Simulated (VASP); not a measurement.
Set up this calculation in VASP 6.6.1, as the native input.

* Task: electric field gradients
* Functional: LDA
* Potentials or basis: VASP PAW LDA potentials, release 64 (Hg, Pt)
* Cutoff: 400 eV
* k mesh: 12 × 12 × 9
* Occupations: fermi-dirac, width 0.05 eV
* Spin: no spin polarisation
* Dipole correction: no
* Further INCAR settings: ALGO = Normal; EDIFF = 1e-08; NBANDS = 18

The structure of HgPt lies in POSCAR:

```
HgPt
1.0
    3.0236610000      0.0000000000      0.0000000000
    0.0000000000      3.0236610000      0.0000000000
    0.0000000000      0.0000000000      3.9876600000
Hg Pt
1 1
Direct
    0.0000000000      0.0000000000      0.0000000000
    0.5000000000      0.5000000000      0.5000000000
```

One way to write it, as run:

INCAR

```
  PREC = Accurate
  ENCUT = 400
  EDIFF = 1E-8
  ISMEAR = -1
  SIGMA = 0.05
  LREAL = False
  LASPH = True
  NELM = 120
  ALGO = Normal
  ISIF = 2
  LWAVE = False
  LCHARG = False
  GGA = CA
  LEFG = True
  NBANDS = 18
  GGA_COMPAT = False
```

KPOINTS

```
Automatic mesh
0
Gamma
  12 12 9
```

Potentials or basis: VASP PAW LDA potentials, release 64 (Hg, Pt).

Launch:

```sh
$ cat potpaw_LDA.64/Hg/POTCAR potpaw_LDA.64/Pt/POTCAR > POTCAR
$ mpirun -np 1 vasp_std > vasp.out
```

It gave:

```
Pressure                                : -11.8 GPa
Band gap on the k mesh                  : zero (bands 11 and 12 overlap by 3.30 eV)
Largest electric field gradient by atom : Hg -95.8; Pt +93.9 V/Å²
```

Caveat: the cell stands under tension; without QUAD_EFG the Cq values of the log hold for a quadrupole moment of 1 mb, not for the nuclei; spin-orbit coupling is left out, which moves the levels of the heavy elements.

It took 30 s on 1 thread of AMD EPYC 9R45 96-Core Processor (Zen 5), on a shared host, peak memory 0.14 GiB.
